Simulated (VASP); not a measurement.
# SnF5 (P-62m) in VASP: notebook, part 2 of 2

VASP 6.6.1. Earlier steps stand in the parts before.

## 4. Relaxation of cell and atoms, PBE

This run uses another cell than the first one, of 19.11 Å³/atom.

The input, INCAR:

```
PREC = Accurate
ENCUT = 600
EDIFF = 1E-6
ISMEAR = 0
SIGMA = 0.1
LREAL = False
LASPH = True
NELM = 80
ALGO = Fast
ISIF = 3
LWAVE = False
LCHARG = False
GGA = PE
IBRION = 2
NSW = 90
EDIFFG = -0.04
```

The input, KPOINTS:

```
Automatic mesh
0
Gamma
  6 6 4
```

The input, POSCAR:

```
SnF5
1.0
    5.3088191600      0.0000000000      0.0000000000
   -2.6544095800      4.5975722500      0.0000000000
    0.0000000000      0.0000000000      4.6971760600
Sn F
1 5
Direct
    0.0000000000      0.0000000000      0.5000000000
    0.0000000000      0.6075096100      0.0000000000
    0.6075096100      0.0000000000      0.0000000000
    0.3924903900      0.3924903900      0.0000000000
    0.6666666700      0.3333333300      0.5000000000
    0.3333333300      0.6666666700      0.5000000000
```

Potentials or basis: VASP PAW PBE potentials, release 64 (Sn_d, F).

The run is started by

```console
> cat potpaw_PBE.64/Sn_d/POTCAR potpaw_PBE.64/F/POTCAR > POTCAR
> mpirun -np 1 vasp_std > vasp.out
```

OUTCAR:

```text
PREC = Accurate
   ENCUT = 600
   EDIFF = 1E-6
   ISMEAR = 0
   LREAL = False
   LASPH = True
   NELM = 80
   ISIF = 3
   GGA = PE
   IBRION = 2
   NSW = 90
   EDIFFG = -0.04

 ion  position               nearest neighbor table
   1  0.000  0.000  0.500-
   2  0.000  0.608  0.000-
   3  0.608  0.000  0.000-
   4  0.392  0.392  0.000-
   5  0.667  0.333  0.500-
   6  0.333  0.667  0.500-

  LATTYP: Found a hexagonal cell.
 ALAT       =     5.3088191600
 C/A-ratio  =     0.8847873545

  Lattice vectors:

 A1 = (   5.3088191600,   0.0000000000,   0.0000000000)
 A2 = (  -2.6544095800,   4.5975722500,   0.0000000000)
 A3 = (   0.0000000000,   0.0000000000,   4.6971760600)

Analysis of symmetry for initial positions (statically):
=====================================================================
 Subroutine PRICEL returns:
 Original cell was already a primitive cell.

 Routine SETGRP: Setting up the symmetry group for a
 hexagonal supercell.

 Subroutine GETGRP returns: Found 12 space group operations
 (whereof 12 operations were pure point group operations)
 out of a pool of 24 trial point group operations.

The static configuration has the point symmetry D_3h.

Analysis of symmetry for dynamics (positions and initial velocities):
=====================================================================
 Subroutine PRICEL returns:
 Original cell was already a primitive cell.

 Routine SETGRP: Setting up the symmetry group for a
 hexagonal supercell.

 Subroutine GETGRP returns: Found 12 space group operations
 (whereof 12 operations were pure point group operations)
 out of a pool of 24 trial point group operations.

The dynamic configuration has the point symmetry D_3h.

[... 134 lines left out ...]
 non-spin polarized calculation
 RMM-DIIS sequential band-by-band and
 Gauss-broadening in eV      SIGMA  =   0.10
  energy-cutoff  :      600.00
  volume of cell :      114.65
 maximum number of plane-waves:      3852
   NGX = 21   NGY = 21   NGZ = 19

--------------------------------------- Ionic step        1  -------------------------------------------

 number of electron      49.0000022 magnetization

 Free energy of the ion-electron system (eV)
  ---------------------------------------------------
  ext. energy  EPLUGINS =         0.00000000
  ---------------------------------------------------
  free energy    TOTEN  =       -14.85421810 eV

  energy without entropy =      -14.70737217  energy(sigma->0) =      -14.78079514

------------------------ aborting loop because EDIFF is reached ----------------------------------------

  FORCE on cell =-STRESS in cart. coord.  units (eV):
  Direction    XX          YY          ZZ          XY          YZ          ZX
  --------------------------------------------------------------------------------------
  -------------------------------------------------------------------------------------
  Total       -7.7685998     -7.7685998     -5.1800679      0.0000000      0.0000000      0.0000000
  in kB     -108.5650411   -108.5650408    -72.3906881      0.0000000      0.0000000      0.0000000
  external PRESSURE =     -96.5069233 kB  Pullay stress =       0.0000000 kB
[... 27 lines left out ...]
--------------------------------------- Ionic step        2  -------------------------------------------

 number of electron      48.9999985 magnetization

 E-fermi :  -1.8669     XC(G=0):  -8.9927

 val. band max:       -1.8733549610   @ k =   0.5000  -0.0000   0.0000
 cond. band min:      -1.8660527568   @ k =   0.5000  -0.0000   0.2500
 fundamental gap:      0.0073022042
 Fermi energy:        -1.8669190549

 k-point     1 :       0.0000    0.0000    0.0000
  band No.  band energies     occupation
      1     -22.1528      2.00000
      2     -22.1003      2.00000
      3     -22.1003      2.00000
      4     -22.0703      2.00000
      5     -22.0703      2.00000
      6     -21.9599      2.00000
[... 734 lines left out ...]
  FREE ENERGIE OF THE ION-ELECTRON SYSTEM (eV)
  ---------------------------------------------------
  free  energy   TOTEN  =       -19.0867713013 eV

  energy  without entropy=      -19.0545558747  energy(sigma->0) =      -19.07066359

[... ionic steps 4 to 26 ...]

--------------------------------------- Ionic step       27  -------------------------------------------

 number of electron      48.9999986 magnetization

------------------------ aborting loop because EDIFF is reached ----------------------------------------
[... 75 lines left out ...]
--------------------------------------- Ionic step       29  -------------------------------------------

 number of electron      48.9999980 magnetization

 Free energy of the ion-electron system (eV)
  ---------------------------------------------------
  ext. energy  EPLUGINS =         0.00000000
  ---------------------------------------------------
  free energy    TOTEN  =       -20.91755123 eV

  energy without entropy =      -20.87620545  energy(sigma->0) =      -20.89687834

 E-fermi :   1.5983     XC(G=0): -10.8126

 val. band max:        1.5915169552   @ k =   0.3333  -0.0000   0.2500
 cond. band min:       1.5997492738   @ k =   0.1667   0.0000   0.2500
 fundamental gap:      0.0082323186
 Fermi energy:         1.5982798525

 k-point     1 :       0.0000    0.0000    0.0000
  band No.  band energies     occupation
      1     -21.2416      2.00000
      2     -19.8619      2.00000
      3     -19.8619      2.00000
      4     -19.0562      2.00000
      5     -19.0505      2.00000
      6     -19.0505      2.00000
[... 694 lines left out ...]
  FREE ENERGIE OF THE ION-ELECTRON SYSTEM (eV)
  ---------------------------------------------------
  free  energy   TOTEN  =       -20.9175512276 eV

  energy  without entropy=      -20.8762054460  energy(sigma->0) =      -20.89687834

 reached required accuracy - stopping structural energy minimisation
```

OSZICAR:

```text
N       E                     dE             d eps       ncg     rms          rms(c)
DAV:   1     0.642792649377E+03    0.64279E+03   -0.26721E+04  1248   0.214E+03
DAV:   2     0.610882914772E+02   -0.58170E+03   -0.56265E+03  1508   0.585E+02
DAV:   3    -0.162209599464E+02   -0.77309E+02   -0.74369E+02  1398   0.197E+02
DAV:   4    -0.194930706385E+02   -0.32721E+01   -0.31266E+01  1236   0.436E+01
[... 348 lines left out ...]
       N       E                     dE             d eps       ncg     rms          rms(c)
DAV:   1    -0.209176097867E+02   -0.68527E-04   -0.89697E-03  1253   0.838E-01    0.687E-02
RMM:   2    -0.209175564049E+02    0.53382E-04   -0.36420E-04  1345   0.150E-01    0.209E-02
RMM:   3    -0.209175520031E+02    0.44018E-05   -0.58341E-05  1477   0.685E-02    0.835E-03
RMM:   4    -0.209175512276E+02    0.77555E-06   -0.91808E-06  1458   0.283E-02
  29 F= -.20917551E+02 E0= -.20896878E+02  d E =-.229555E-02
```

It took 52 min on 1 thread of Oxide Virtual Turin-like, shared host; peak memory 0.28 GiB.

What came out:

| Quantity | Value |
| --- | --- |
| Free energy | -20.9176 eV |
| Relaxed volume | 10.91 Å³/atom |
| Relaxed cell | a = 4.722 Å, b = 4.722 Å, c = 3.391 Å, α = 90.00°, β = 90.00°, γ = 120.00° |
| Space group after relaxing (to 0.1 Å) | P-62m (No. 189) |
| Energy gained by relaxing | 1010.6 meV/atom |
| Ionic steps | 29 |
| Pressure after relaxing | -0.3 GPa |
| Largest force after relaxing | 0.036 eV/Å |
| Band gap on the k mesh | zero (an odd number of electrons rules out a gap without spin polarisation) |

Forces in eV/Å, atoms in the order of the input:
```
Sn   0.000  0.000  0.000
F   -0.018  0.031  0.000
F    0.036  0.000  0.000
F   -0.018 -0.031  0.000
F    0.000  0.000  0.000
F    0.000  0.000  0.000
```

Stress tensor (GPa, compression positive):
```
-0.38  0.00  0.00
 0.00 -0.38  0.00
 0.00  0.00 -0.20
```

The path:
```csv
step,energy change (eV),largest force (eV/Å),pressure (GPa),volume (Å³)
1,0.0000,0.4249,-9.65,114.65
2,-1.2576,0.6682,-11.57,96.57
3,-4.2326,2.2795,-2.23,60.83
4,-3.5406,3.0459,35.52,49.20
5,-4.2734,2.4065,1.93,58.58
6,-4.8001,1.7038,18.41,52.47
7,-4.8105,1.8495,16.11,53.06
8,-5.3730,0.5006,7.21,56.40
9,-5.3781,0.2580,7.52,56.12
10,-5.5579,0.3656,-1.91,59.54
11,-5.5579,0.3633,-1.79,59.53
12,-5.5882,0.2054,-0.40,59.01
13,-5.6051,0.0548,1.96,58.31
14,-5.6058,0.1314,2.61,58.14
15,-5.6289,0.1392,2.00,58.65
16,-5.7282,0.2361,0.96,60.09
17,-6.0014,0.5144,1.62,62.61
18,-5.4705,1.4074,17.14,65.91
19,-6.0070,0.8166,4.71,63.86
20,-6.0154,0.7780,3.93,63.60
21,-6.0405,0.5181,2.72,64.70
22,-6.0475,0.1363,1.07,66.40
23,-6.0492,0.2436,1.46,65.91
24,-6.0546,0.2073,0.95,65.93
25,-6.0610,0.1073,-0.54,65.95
26,-6.0610,0.1105,-0.48,65.95
27,-6.0622,0.0691,-0.45,65.81
28,-6.0633,0.0422,-0.32,65.45
29,-6.0633,0.0357,-0.32,65.48
```

Final structure:
```cif
data_structure
_symmetry_space_group_name_H-M 'P 1'
_symmetry_Int_Tables_number 1
_cell_length_a 4.7218
_cell_length_b 4.7218
_cell_length_c 3.3913
_cell_angle_alpha 90.000
_cell_angle_beta 90.000
_cell_angle_gamma 120.000
_cell_volume 65.48
loop_
_atom_site_label
_atom_site_type_symbol
_atom_site_fract_x
_atom_site_fract_y
_atom_site_fract_z
_atom_site_occupancy
Sn1 Sn 0.00000 0.00000 0.50000 1
F1 F 0.00000 0.71430 0.00000 1
F2 F 0.71430 0.00000 0.00000 1
F3 F 0.28570 0.28570 0.00000 1
F4 F 0.66667 0.33333 0.50000 1
F5 F 0.33333 0.66667 0.50000 1
```

Levels at points of the mesh, in eV from the Fermi level:
| k point | band 23 | band 24 | band 25 | band 26 | band 27 | band 28 |
| --- | --- | --- | --- | --- | --- | --- |
| (0.00, 0.00, 0.00) | -0.48 | -0.48 | -0.35 | 0.55 | 7.64 | 7.64 |
| (0.50, 0.00, 0.00) | -0.45 | -0.25 | -0.12 | 2.21 | 6.76 | 7.98 |
| (0.00, 0.00, 0.50) | -0.19 | -0.19 | 0.40 | 3.06 | 8.57 | 8.57 |
| (0.50, 0.00, 0.50) | -0.43 | -0.17 | 0.12 | 3.18 | 8.10 | 8.66 |

Caveat: the volume moved by over 15 % at a fixed basis, so the end points are rough; spin-orbit coupling is left out, which moves the levels of the heavy elements; an odd number of electrons without spin polarisation forces a metal; a magnetic or distorted state may lie lower.

## 5. The runs side by side

```csv
task,cell,k mesh,cutoff (eV),gap on the mesh (eV),pressure (GPa),relaxed volume (Å³/atom),largest force (eV/Å)
relaxation of cell and atoms,"relaxed from a = 4.777, b = 4.777, c = 3.353 Å, angles 90.0, 90.0, 120.0°, 6 atoms, atomic positions A",6 × 6 × 6,600,none,-0.4,10.77,0.03
single point,"a = 4.741, b = 4.741, c = 3.369 Å, angles 90.0, 90.0, 120.0°, 6 atoms, atomic positions B",12 × 12 × 12,520,none,0.2,-,0.07
relaxation of cell and atoms,"relaxed from a = 5.309, b = 5.309, c = 4.697 Å, angles 90.0, 90.0, 120.0°, 6 atoms, atomic positions C",6 × 6 × 4,600,none,-0.3,10.91,0.04
```

Alike in all rows: level PBE; potentials or basis VASP PAW PBE potentials, release 64 (Sn_d, F); no spin polarisation; smearing gaussian 0.1 eV.

Caveats: spin-orbit coupling is left out, which moves the levels of the heavy elements; an odd number of electrons without spin polarisation forces a metal; a magnetic or distorted state may lie lower; the volume moved by over 15 % at a fixed basis, so the end points are rough (at least some runs).

Total energies depend on the potentials used, so only differences within one code and one set of settings carry meaning.

The gap in the log of VASP goes by the Fermi energy; the results here count the filled bands.